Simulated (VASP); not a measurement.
Wanted: the native input for a VASP 6.6.1 run.

```
Task                   : single point
Functional             : r2SCAN
Potentials or basis    : VASP PAW PBE potentials, release 64 (B, P)
Cutoff                 : 520 eV
k mesh                 : 10 × 10 × 10
Occupations            : gaussian, width 0.05 eV
Spin                   : no spin polarisation
Dipole correction      : no
Further INCAR settings : ALGO = Normal; EDIFF = 1e-07; NBANDS = 11
```

The system is BP.

```
CELL_PARAMETERS angstrom
0.00000 2.45052 2.45052
2.45052 0.00000 2.45052
2.45052 2.45052 0.00000
ATOMIC_POSITIONS crystal
B 0.00000 0.00000 0.00000
P 0.75000 0.75000 0.75000
```

This cell differs from its parent crystal: strain +0.080 along x and y, +0.080 along z.

The input as run:

POSCAR

```
BP
1.0
    0.0000000000      2.4505200000      2.4505200000
    2.4505200000      0.0000000000      2.4505200000
    2.4505200000      2.4505200000      0.0000000000
B P
1 1
Direct
    0.0000000000      0.0000000000      0.0000000000
    0.7500000000      0.7500000000      0.7500000000
```

INCAR.step1

```
SYSTEM = BP
PREC = Accurate
ENCUT = 520
ISMEAR = 0
SIGMA = 0.05
LREAL = .FALSE.
LASPH = .TRUE.
NELM = 80
NBANDS = 11
GGA = PE
ALGO = Normal
EDIFF = 1E-4
LWAVE = .TRUE.
LCHARG = .FALSE.
```

INCAR.step2

```
SYSTEM = BP
PREC = Accurate
ENCUT = 520
EDIFF = 1E-7
ISMEAR = 0
SIGMA = 0.05
LREAL = .FALSE.
LASPH = .TRUE.
NELM = 80
ALGO = Normal
ISIF = 2
LWAVE = .FALSE.
LCHARG = .FALSE.
METAGGA = R2SCAN
LMIXTAU = .TRUE.
NBANDS = 11
ISTART = 1
```

KPOINTS

```
Automatic mesh
0
G
  10 10 10
  0 0 0
```

Potentials or basis: VASP PAW PBE potentials, release 64 (B, P).

Command:

```console
$ cat potpaw_PBE.64/B/POTCAR potpaw_PBE.64/P/POTCAR > POTCAR
$ cp INCAR.step1 INCAR
$ mpirun -np 1 vasp_std > vasp.out
$ cp INCAR.step2 INCAR
$ mpirun -np 1 vasp_std > vasp.out
```

It gave:

The pressure is -25.4 GPa. The band gap on the k mesh is 1.72 eV, indirect (least direct gap 3.38 eV).

Caveat: the cell differs from its parent crystal (strain +0.080 along x and y, +0.080 along z); the PAW data sets were made with another functional, which shifts forces and pressure a little.

Wall time 2.9 min on 1 thread of AMD EPYC 7R13, on a shared host, peak memory 0.13 GiB.
